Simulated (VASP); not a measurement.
# Sn (I4_1/amd) in VASP: relaxation of cell and atoms with PBEsol

Aim: the relaxation of cell and atoms of Sn with PBEsol.

Program: VASP 6.6.1. These are calculated values, not measurements. Logs are shortened: lines on timing, memory, paths and dates and some standing lists are left out, and cuts for length are marked.

### 1 The cell of the first run

It takes space group I4_1/amd (No. 141, tetragonal). Conventional cell: a = 5.531 Å, b = 5.531 Å, c = 3.059 Å, α = 90.00°, β = 90.00°, γ = 90.00°. Within 3.8 Å of Sn (site symmetry -4m2) lie 10 Sn at 2.87 to 3.59 Å.

### 2 Relaxation of cell and atoms, PBEsol, target pressure 10.9 GPa, at which the enthalpy is minimised

Contents of INCAR:

```
PREC = Accurate
ENCUT = 600
EDIFF = 1E-6
ISMEAR = -1
SIGMA = 0.1
LREAL = False
LASPH = True
NELM = 60
ALGO = Fast
ISIF = 3
LWAVE = False
LCHARG = False
GGA = PS
IBRION = 2
NSW = 80
EDIFFG = -0.002
PSTRESS = 109.0
```

Contents of KPOINTS:

```
Automatic mesh
0
Gamma
  16 16 16
```

Contents of POSCAR:

```
Sn
1.0
   -2.7653751321      2.7653751321      1.5295651222
    2.7653751321     -2.7653751321      1.5295651222
    2.7653751321      2.7653751321     -1.5295651222
Sn
2
Direct
    0.0000000000      0.0000000000      0.0000000000
    0.7500000000      0.2500000000      0.5000000000
```

Potentials or basis: VASP PAW PBE potentials, release 64 (Sn_d).

Run with:

```console
> cat potpaw_PBE.64/Sn_d/POTCAR > POTCAR
> mpirun -np 1 vasp_std > vasp.out
```

OUTCAR:

```text
PREC = Accurate
   ENCUT = 600
   EDIFF = 1E-6
   ISMEAR = -1
   LREAL = False
   LASPH = True
   NELM = 60
   ISIF = 3
   GGA = PS
   IBRION = 2
   NSW = 80
   EDIFFG = -0.002
   PSTRESS = 109.0

 ion  position               nearest neighbor table
   1  0.000  0.000  0.000-   2 2.87   2 2.87   2 2.87   2 2.87   2 3.59   2 3.59   2 3.59   2 3.59

   2  0.750  0.250  0.500-   1 2.87   1 2.87   1 2.87   1 2.87   1 3.59   1 3.59   1 3.59   1 3.59

  LATTYP: Found a body centered tetragonal cell.
 ALAT       =     5.5307502642
 C/A-ratio  =     0.5531130675

  Lattice vectors:

 A1 = (  -2.7653751321,   2.7653751321,   1.5295651222)
 A2 = (   2.7653751321,  -2.7653751321,   1.5295651222)
 A3 = (   2.7653751321,   2.7653751321,  -1.5295651222)

Analysis of symmetry for initial positions (statically):
=====================================================================
 Subroutine PRICEL returns:
 Original cell was already a primitive cell.

 Routine SETGRP: Setting up the symmetry group for a
 body centered tetragonal supercell.

 Subroutine GETGRP returns: Found 16 space group operations
 (whereof  8 operations were pure point group operations)
 out of a pool of 16 trial point group operations.

The static configuration has the point symmetry D_2d.
 The point group associated with its full space group is D_4h.

Analysis of symmetry for dynamics (positions and initial velocities):
=====================================================================
 Subroutine PRICEL returns:
 Original cell was already a primitive cell.

 Routine SETGRP: Setting up the symmetry group for a
 body centered tetragonal supercell.

 Subroutine GETGRP returns: Found 16 space group operations
 (whereof  8 operations were pure point group operations)
 out of a pool of 16 trial point group operations.

The dynamic configuration has the point symmetry D_2d.
 The point group associated with its full space group is D_4h.

 Subroutine INISYM returns: Found 16 space group operations
 (whereof  8 operations are pure point group operations),
 and found     1 'primitive' translations

----------------------------------------------------------------------------------------

                                     Primitive cell

  volume of cell :      46.7882

  direct lattice vectors                    reciprocal lattice vectors
[... 87 lines left out ...]
   EDIFF  = 0.1E-05   stopping-criterion for ELM
   LREAL  =      F    real-space projection
   EDIFFG = -.2E-02   stopping-criterion for IOM
   NSW    =     80    number of steps for IOM
   IBRION =      2    ionic relax: 0-MD 1-quasi-New 2-CG
   NFREE  =      1    steps in history (QN), initial steepest desc. (CG)
   ISIF   =      3    stress and relaxation
   ISYM   =      2    0-nonsym 1-usesym 2-fastsym
   POTIM  = 0.5000    time-step for ionic-motion
   TEBEG  =    0.0;   TEEND  =   0.0 temperature during run
   PSTRESS=  109.0 pullay stress
   NELECT =      28.0000    total number of electrons
   NUPDOWN=      -1.0000    fix difference up-down
   EMIN   =  10.00;   EMAX   =-10.00  energy-range for DOS
   EFERMI =   0.00;   METHOD = LEGACY
   ISMEAR =    -1;   SIGMA  =   0.10  broadening in eV -4-tet -1-fermi 0-gaus
   EFERMI_NEDOS =   21; number of points for ismear=-14 and -15
   IALGO  =     68    algorithm
   IMIX   =      4    mixing-type and parameters
     AMIX     =   0.40;   BMIX     =  1.00
     AMIX_MAG =   1.60;   BMIX_MAG =  1.00
  volume/ion in A,a.u.               =      23.39       157.87
  Fermi-wavevector in a.u.,A,eV,Ry     =   1.379586  2.607040 25.895396  1.903258
  Thomas-Fermi vector in A             =   2.504542
   LORBIT       =      0    0 simple, 1 ext, 2 COOP (PROOUT), +10 PAW based schemes
   GGA     = PS    functional components
   LHFCALC =     F    Hartree Fock is set to
   AEXX    =    0.0000 exact exchange contribution
   IVDW    =     0    specifies the selected vdW correction
   LEPSILON=     F    determine dielectric tensor
   LRPA    =     F    only Hartree local field effects (RPA)
 conjugate gradient relaxation of ions
 non-spin polarized calculation
 RMM-DIIS sequential band-by-band and
  energy-cutoff  :      600.00
  volume of cell :       46.79
 maximum number of plane-waves:      1584
 NGX is ok and might be reduce to    36
   NGX = 17   NGY = 17   NGZ = 17

--------------------------------------- Ionic step        1  -------------------------------------------

 number of electron      28.0000006 magnetization

 Free energy of the ion-electron system (eV)
  ---------------------------------------------------
  ext. energy  EPLUGINS =         0.00000000
  ---------------------------------------------------
  free energy    TOTEN  =        -8.32052763 eV

  energy without entropy =       -8.29530380  energy(sigma->0) =       -8.30791571

------------------------ aborting loop because EDIFF is reached ----------------------------------------

  FORCE on cell =-STRESS in cart. coord.  units (eV):
  Direction    XX          YY          ZZ          XY          YZ          ZX
  --------------------------------------------------------------------------------------
  -------------------------------------------------------------------------------------
  Total        3.5207439      3.5207439      2.6464256      0.0000000      0.0000000      0.0000000
  in kB      120.5615859    120.5615859     90.6221164      0.0000000      0.0000000      0.0000000
  external PRESSURE =       1.5817627 kB  Pullay stress =     109.0000000 kB
[... 253 lines left out ...]
--------------------------------------- Ionic step        8  -------------------------------------------

 number of electron      27.9999994 magnetization

 Free energy of the ion-electron system (eV)
  ---------------------------------------------------
  ext. energy  EPLUGINS =         0.00000000
  ---------------------------------------------------
  free energy    TOTEN  =        -8.32912306 eV

  energy without entropy =       -8.30426409  energy(sigma->0) =       -8.31669357

 E-fermi :   9.8012     XC(G=0): -11.1691

 val. band max:        9.7899899568   @ k =   0.5000   0.1250   0.0000
 cond. band min:       9.8111152280   @ k =  -0.3125   0.1875   0.0625
 fundamental gap:      0.0211252711
 Fermi energy:         9.8011642132

 k-point     1 :       0.0000    0.0000    0.0000
  band No.  band energies     occupation
      1     -12.0392      2.00000
      2     -11.9208      2.00000
      3     -11.8637      2.00000
      4     -11.8495      2.00000
      5     -11.5852      2.00000
      6     -11.5852      2.00000
[... 481 lines left out ...]
      5     -11.5875      2.00000
      6     -11.5828      2.00000
[... 10 lines left out ...]
     17      16.3976      0.00000
     18      17.9152      0.00000

 [... further k-points ...]
[... 5 lines left out ...]
  --------------------------------------------------------------------------------------
  -------------------------------------------------------------------------------------
  Total        3.1842095      3.1842095      3.1807008      0.0000000      0.0000000      0.0000000
  in kB      109.0297481    109.0297481    108.9096071      0.0000000      0.0000000      0.0000000
  external PRESSURE =      -0.0102989 kB  Pullay stress =     109.0000000 kB
[... 21 lines left out ...]
  energy  without entropy=       -8.3042640878  energy(sigma->0) =       -8.31669357

  enthalpy is  TOTEN    =        -5.1457823157 eV   P V=        3.1833407406

 reached required accuracy - stopping structural energy minimisation
```

OSZICAR:

```text
N       E                     dE             d eps       ncg     rms          rms(c)
DAV:   1     0.209114535190E+03    0.20911E+03   -0.16231E+04 12642   0.278E+03
[... 61 lines left out ...]
RMM:   3    -0.832938340528E+01    0.94419E-06   -0.31710E-06  8413   0.255E-02
   7 F= -.51457832E+01 E0= -.51333528E+01  d E =-.214359E-03
       N       E                     dE             d eps       ncg     rms          rms(c)
DAV:   1    -0.832913027911E+01    0.25407E-03   -0.18584E-04 14846   0.156E-01    0.136E-02
RMM:   2    -0.832912494876E+01    0.53303E-05   -0.79546E-06 13628   0.392E-02    0.755E-03
RMM:   3    -0.832912283781E+01    0.21110E-05   -0.39514E-06 10181   0.219E-02    0.136E-03
RMM:   4    -0.832912305629E+01   -0.21848E-06   -0.93694E-07  7491   0.119E-02
   8 F= -.51457823E+01 E0= -.51333528E+01  d E =0.868572E-06
```

Run time: 29 min. Hardware: 1 thread of Intel Xeon Platinum 8259CL at 2.50GHz (Skylake/Cascade Lake), shared host; peak memory 0.45 GiB.

What came out:

```yaml
Free_energy: -8.3291 eV
Energy_change_on_relaxing_the_run_minimises_the_enthalpy: -4.3 meV/atom
Ionic_steps: 8
Pressure_after_relaxing: 10.9 GPa
Band_gap_on_the_k_mesh: zero (bands 14 and 15 overlap by 5.12 eV)
```

The path:
```csv
step,energy change (eV),largest force (eV/Å),pressure (GPa),volume (Å³)
1,0.0000,0.0000,11.06,46.79
2,-0.0180,0.0000,10.57,46.94
3,-0.0205,0.0000,10.53,46.97
4,0.0054,0.0000,11.33,46.59
5,-0.0095,0.0000,10.87,46.80
6,-0.0085,0.0000,10.92,46.79
7,-0.0089,0.0000,10.87,46.80
8,-0.0086,0.0000,10.90,46.79
```

Final structure:
```
CELL_PARAMETERS angstrom
-2.79017 2.79017 1.50261
2.79017 -2.79017 1.50261
2.79017 2.79017 -1.50261
ATOMIC_POSITIONS crystal
Sn 0.00000 0.00000 0.00000
Sn 0.75000 0.25000 0.50000
```

Caveat: the cell is relaxed towards a set pressure, so the run minimises the enthalpy, not the energy; the PAW data sets were made with another functional, which shifts forces and pressure a little; spin-orbit coupling is left out, which moves the levels of the heavy elements.
